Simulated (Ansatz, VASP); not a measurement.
# LaIr5 in VASP and in Ansatz

```
CELL_PARAMETERS angstrom
5.23739 0.00000 0.00000
-2.61870 4.53571 0.00000
0.00000 0.00000 4.09752
ATOMIC_POSITIONS crystal
La 0.00000 0.00000 0.00000
Ir 0.50000 0.00000 0.50000
Ir 0.50000 0.50000 0.50000
Ir 0.00000 0.50000 0.50000
Ir 0.33333 0.66667 0.00000
Ir 0.66667 0.33333 0.00000
```

Alike in both runs: task single point; functional LDA; k mesh 5 × 5 × 6; occupations fermi-dirac, width 0.1 eV; no spin polarisation.

|  | VASP | Ansatz |
| --- | --- | --- |
| version | VASP 6.6.1 | Ansatz 0.2.0 |
| potentials or method | VASP PAW LDA potentials, release 64 (La, Ir), cutoff 520 eV | plane waves, PAW |
| valence electrons in the cell | 56 | 96 |

|  | VASP | Ansatz | Ansatz less VASP |
| --- | --- | --- | --- |
| pressure (GPa) | 20.8 | 19.0 | -1.78 |
| traceless stress, the component that is largest in VASP (GPa) | 10.13 | 9.73 | -0.403 |

LDA's correlation is that of Perdew and Zunger in VASP and of Perdew and Wang (1992) in Ansatz. VASP's potentials hold 56 valence electrons a cell and Ansatz's 96, so a difference there can come from the potentials and not from the codes.

Neither program's run includes spin-orbit coupling.
